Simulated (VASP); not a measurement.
# In: single point with PBEsol

Crystal: In.

```xyz
1
Lattice="-1.5821 1.5821 2.3359 1.5821 -1.5821 2.3359 1.5821 1.5821 -2.3359" Properties=species:S:1:pos:R:3 pbc="T T T"
In    0.0000    0.0000    0.0000
```

```yaml
Program: VASP 6.6.1
Task: single point
Functional: PBEsol
Potentials_or_basis: VASP PAW PBE potentials, release 64 (In_d)
Cutoff: 520 eV
k_mesh: 11 × 11 × 11
Occupations: fermi-dirac, width 0.05 eV
Spin: no spin polarisation
```

- Pressure: 4.9 GPa

Levels at points of the mesh, in eV from the Fermi level:
```csv
k point,band 3,band 4,band 5,band 6,band 7,band 8,band 9,band 10
"(0.00, 0.00, 0.00)",-14.70,-14.53,-14.45,-10.42,11.51,11.51,11.64,11.73
```

Wall time 16 s on 1 thread of Intel(R) Xeon(R) Platinum 8488C (Sapphire Rapids), with other jobs on the host, peak memory 0.16 GiB.

Caveat: the PAW data sets were made with another functional, which shifts forces and pressure a little; spin-orbit coupling is left out, which moves the levels of the heavy elements.
